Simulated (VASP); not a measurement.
Wanted: the native input for a VASP 6.6.1 run.

* Task: single point
* Functional: PBE
* Potentials or basis: VASP PAW PBE potentials, release 64 (Cd, Se)
* Cutoff: 500 eV
* k mesh: 8 × 8 × 8
* Occupations: fermi-dirac, width 0.02 eV
* Spin: no spin polarisation
* Dipole correction: no
* Further INCAR settings: ALGO = Normal; EDIFF = 1e-06; NBANDS = 16

The structure of CdSe lies in POSCAR:

```
CdSe
1.0
    0.0000000000      2.9487709945      2.9487709945
    2.9487709945      0.0000000000      2.9487709945
    2.9487709945      2.9487709945      0.0000000000
Cd Se
1 1
Direct
    0.0000000000      0.0000000000      0.0000000000
    0.7500000000      0.7500000000      0.7500000000
```

This cell differs from its parent crystal: strain -3.9%.

These files were run (other wordings do the same):

INCAR

```
SYSTEM = CdSe
PREC = Accurate ; ENCUT = 500
EDIFF = 1E-6 ; ISMEAR = -1
SIGMA = 0.02 ; LREAL = .FALSE.
LASPH = .TRUE. ; NELM = 120
ALGO = Normal ; ISIF = 2
LWAVE = .FALSE. ; LCHARG = .FALSE.
GGA = PE ; NBANDS = 16
GGA_COMPAT = .FALSE.
```

KPOINTS

```
regular mesh
0
G
  8 8 8
  0 0 0
```

Potentials or basis: VASP PAW PBE potentials, release 64 (Cd, Se).

Launch:

```console
$ cat potpaw_PBE.64/Cd/POTCAR potpaw_PBE.64/Se/POTCAR > POTCAR
$ mpirun -np 1 vasp_std > vasp.out
```

Results of the run:

```
Pressure               : 9.9 GPa
Band gap on the k mesh : 0.80 eV
```

Caveat: the cell differs from its parent crystal (strain -3.9%); the cell stands under pressure; semilocal functionals underestimate gaps, and a narrow one can read as zero.

Wall time 8.9 s on 1 thread of AMD EPYC 9R45 96-Core Processor (Zen 5) (shared host), peak memory 0.15 GiB.
